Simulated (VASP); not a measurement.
A run of VASP 6.6.1 is set up as follows.

File INCAR:

```
PREC = Accurate
ENCUT = 520
EDIFF = 1E-6
ISMEAR = -1
SIGMA = 0.05
LREAL = Auto
LASPH = T
NELM = 120
ALGO = Normal
ISIF = 2
LWAVE = F
LCHARG = F
GGA = PS
NBANDS = 357
ISYM = -1
GGA_COMPAT = F
```

File KPOINTS:

```
explicit points
1
Reciprocal
  0.25000000   0.25000000   0.25000000 1
```

POSCAR

```
Sn24O49
1.0
    9.5380920000      0.0000000000      0.0000000000
    0.0000000000      9.5380920000      0.0000000000
    0.0000000000      0.0000000000      9.6363030000
Sn O
24 49
Direct
    0.0006530000      0.0008610000      0.9982230000
    0.9978360000      0.9984540000      0.3326590000
    0.9983560000      0.9980400000      0.6638310000
    0.0023040000      0.4992980000      0.9957910000
    0.0017360000      0.4987660000      0.3301780000
    0.9960750000      0.5023920000      0.6628060000
    0.4990920000      0.0025200000      0.0007760000
    0.5022800000      0.9961330000      0.3337390000
    0.4986100000      0.0018670000      0.6663490000
    0.5081260000      0.5082600000      0.9982430000
    0.5007290000      0.5000050000      0.3309300000
    0.4998900000      0.5009400000      0.6655700000
    0.2441490000      0.2402480000      0.1738320000
    0.2529080000      0.2529940000      0.4982890000
    0.2402790000      0.2444880000      0.8227860000
    0.2506480000      0.7504460000      0.1645020000
    0.2495290000      0.7485330000      0.4982640000
    0.2522170000      0.7519620000      0.8308750000
    0.7517810000      0.2524000000      0.1656250000
    0.7484060000      0.2496740000      0.4982280000
    0.7502850000      0.2508000000      0.8319960000
    0.7530590000      0.7505550000      0.1654680000
    0.7490990000      0.7492030000      0.4982470000
    0.7504190000      0.7532960000      0.8309980000
    0.1551030000      0.1555030000      0.9981900000
    0.1495910000      0.1513780000      0.3387420000
    0.1511810000      0.1499260000      0.6579180000
    0.1530510000      0.6547750000      0.9963120000
    0.1538790000      0.6521600000      0.3301080000
    0.1547240000      0.6516910000      0.6661730000
    0.6546460000      0.1532430000      0.0002180000
    0.6514850000      0.1549510000      0.3303370000
    0.6519270000      0.1541470000      0.6663730000
    0.6578160000      0.6582280000      0.9981930000
    0.6513420000      0.6568050000      0.3316880000
    0.6566710000      0.6515510000      0.6648160000
    0.3987620000      0.3096110000      0.0444270000
    0.3473140000      0.3461200000      0.3326960000
    0.3461150000      0.3474180000      0.6638280000
    0.3469990000      0.8481270000      0.9987340000
    0.3488420000      0.8426720000      0.3330090000
    0.3444170000      0.8506930000      0.6631590000
    0.8480570000      0.3470960000      0.9977490000
    0.8506450000      0.3444940000      0.3333290000
    0.8426940000      0.3489010000      0.6635010000
    0.8488340000      0.8488730000      0.9982420000
    0.8467770000      0.8466870000      0.3321010000
    0.8466220000      0.8469010000      0.6643860000
    0.0992840000      0.4008580000      0.1633550000
    0.0971620000      0.4044130000      0.4982600000
    0.0838840000      0.3965930000      0.8247890000
    0.0983910000      0.9052620000      0.1655120000
    0.0943550000      0.8997460000      0.4978310000
    0.0988340000      0.9060900000      0.8312180000
    0.6139880000      0.4185470000      0.1676680000
    0.5965510000      0.4038690000      0.4983320000
    0.5954310000      0.4034580000      0.8335310000
    0.5998570000      0.9034630000      0.1650270000
    0.5984410000      0.9039770000      0.5012120000
    0.5963930000      0.9062300000      0.8327310000
    0.3962490000      0.0837640000      0.1718450000
    0.4041810000      0.0971580000      0.4982820000
    0.4006500000      0.0994000000      0.8331340000
    0.4032170000      0.5954110000      0.1629710000
    0.4036780000      0.5966420000      0.4981870000
    0.4180920000      0.6139280000      0.8287290000
    0.9058920000      0.0989820000      0.1652850000
    0.8995160000      0.0944390000      0.4986760000
    0.9049880000      0.0984920000      0.8309380000
    0.9059200000      0.5964840000      0.1637880000
    0.9037860000      0.5984620000      0.4953230000
    0.9032240000      0.5999000000      0.8314930000
    0.3106330000      0.3989800000      0.9521540000
```

Potentials or basis: VASP PAW PBE potentials, release 64 (Sn_d, O).

Run with:

```console
$ cat potpaw_PBE.64/Sn_d/POTCAR potpaw_PBE.64/O/POTCAR > POTCAR
$ mpirun -np 1 vasp_std > vasp.out
```

Question: Predict the band gap on the k mesh.

Answer: 2.11 eV.

Question: What does it give for the largest force?

Answer: 0.222 eV/Å.

Question: Estimate the pressure.

Answer: 2.1 GPa.

Stress tensor (GPa, compression positive):
```
 1.65  0.82  0.39
 0.82  1.65 -0.50
 0.39 -0.50  2.89
```

Caveat: the PAW data sets were made with another functional, which shifts forces and pressure a little; spin-orbit coupling is left out, which moves the levels of the heavy elements.
